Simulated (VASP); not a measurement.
**Ta: relaxation of cell and atoms with PBE**

Crystal: Ta.

```
Ta
1.0
    -1.65948    1.65948    1.65948
     1.65948   -1.65948    1.65948
     1.65948    1.65948   -1.65948
Ta
1
Cartesian
  0.0000 0.0000 0.0000
```

| Quantity | Value |
| --- | --- |
| Program | VASP 6.6.1 |
| Task | relaxation of cell and atoms |
| Functional | PBE |
| Potentials or basis | VASP PAW PBE potentials, release 64 (Ta_pv) |
| Cutoff | 600 eV |
| k mesh | 18 × 18 × 18 |
| Occupations | fermi-dirac, width 0.15 eV |
| Spin | no spin polarisation |
| Dipole correction | no |
| Further INCAR settings | ALGO = Normal; EDIFF = 1e-07; IBRION = 2; EDIFFG = -0.001; NSW = 80; ISIF = 3 |

```
Relaxed volume                         : 18.34 Å³/atom
Relaxed cell                           : a = 2.877 Å, b = 2.877 Å, c = 2.877 Å, α = 109.47°, β = 109.47°, γ = 109.47°
Space group after relaxing (to 0.05 Å) : Im-3m (No. 229)
Energy gained by relaxing              : 0.1 meV/atom
Ionic steps                            : 3
Pressure after relaxing                : 0.0 GPa
```

Step by step:
```csv
step,energy change (eV),largest force (eV/Å),pressure (GPa),volume (Å³)
1,0.0000,0.0000,0.61,18.28
2,0.0004,0.0000,-1.32,18.46
3,-0.0001,0.0000,0.01,18.34
```

Final structure:
```
Ta
1.0
    -1.66117    1.66117    1.66117
     1.66117   -1.66117    1.66117
     1.66117    1.66117   -1.66117
Ta
1
Direct
  0.00000 0.00000 0.00000
```

Levels at points of the mesh, in eV from the Fermi level:
```tsv
k point	band 2	band 3	band 4	band 5	band 6	band 7	band 8	band 9
(0.00, 0.00, 0.00)	-33.17	-33.17	-7.88	0.70	0.70	0.70	3.91	3.91
(0.50, 0.00, 0.00)	-33.53	-33.18	-4.33	-1.52	1.47	3.78	4.79	7.59
(0.50, 0.50, 0.50)	-33.95	-33.95	-3.73	-3.73	6.66	6.66	6.66	8.46
```

Run time: 36 s on 1 thread of Intel(R) Xeon(R) Platinum 8259CL CPU @ 2.50GHz (Skylake/Cascade Lake), on a shared host, peak memory 0.17 GiB.

Caveat: spin-orbit coupling is left out, which moves the levels of the heavy elements.
